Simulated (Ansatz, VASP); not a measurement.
# Zn: VASP beside Ansatz

```xyz
1
Lattice="2.1097 1.2180 1.0223 -2.1097 1.2180 1.0223 0.0000 -2.4360 1.0223" Properties=species:S:1:pos:R:3 pbc="T T T"
Zn    0.0000    0.0000    1.5334
```

Alike in both runs: functional PBE; k mesh 9 × 9 × 9; occupations gaussian, width 0.1 eV; no spin polarisation.

Ansatz relaxed the structure, and its values are those at the end. VASP's run is a single point on that final structure, the one shown.

```csv
,VASP,Ansatz
version,VASP 6.6.1,Ansatz 0.2.0
potentials or method,"VASP PAW PBE potentials, release 64 (Zn), cutoff 520 eV","scalar-relativistic, plane waves, PAW"
valence electrons in the cell,12,12
```

Ansatz gave:

```
gap on the k mesh at the Fermi level (eV) : none
pressure (GPa)                            : 0.0
```

**Question.** What did VASP give for the same quantities?

**Answer.** gap on the k mesh at the Fermi level (eV): none; pressure (GPa): 0.2.

A gap of «none» marks a metal or a gap that the smearing closes.
